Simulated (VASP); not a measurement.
CdS (Hawleyite):

```
Cd S
1.0
     0.00000    2.97370    2.97370
     2.97370    0.00000    2.97370
     2.97370    2.97370    0.00000
Cd S
1 1
Cartesian
  0.0000 0.0000 0.0000
  4.4606 4.4606 4.4606
```

Base run:

```yaml
Program: VASP 6.6.1
Functional: revPBE
Dispersion: D3(BJ)
Potentials_or_basis: VASP PAW PBE potentials, release 64 (Cd, S)
Cutoff: 520 eV
k_mesh: 8 × 8 × 8
Occupations: fermi-dirac, width 0.05 eV
Spin: no spin polarisation
```

Its results: band gap on the k mesh 1.16 eV, direct; pressure -2.7 GPa.

The run is repeated on the same cell with these changes: functional from revPBE to PBEsol; dispersion from D3(BJ) to none. What comes out?

Band gap on the k mesh 0.89 eV, direct; pressure -3.0 GPa.

Several settings changed at once, so the effect can't be laid on one alone.

Caveats: the PAW data sets were made with another functional, which shifts forces and pressure a little.

